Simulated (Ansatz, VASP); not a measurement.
**One calculation of Zr, two programs**

```
Zr
1.0
     3.23200    0.00000    0.00000
    -1.61600    2.79899    0.00000
     0.00000    0.00000    5.35288
Zr
2
Cartesian
  1.6160 0.9330 4.0147
  0.0000 1.8660 1.3382
```

Alike in both runs: functional PBE; k mesh 8 × 8 × 4; occupations fermi-dirac, width 0.05 eV; no spin polarisation.

```csv
,VASP,Ansatz
version,VASP 6.6.1,Ansatz 0.2.0
potentials or method,"VASP PAW PBE potentials, release 64 (Zr_sv)",Ansatz PAW
plane-wave cutoff (eV),520,420
valence electrons in the cell,24,24
task,single point,band structure
```

```tsv
	VASP	Ansatz	Ansatz less VASP
gap on the k mesh at the Fermi level (eV)	none	none	-
pressure (GPa)	-3.0	-3.0	-0.01
traceless stress, the component that is largest in VASP (GPa)	-2.85	-2.84	+0.008
```

A gap of «none» marks a metal or a gap that the smearing closes. With one functional, cell and mesh, what is left measures potentials, basis and numerics.
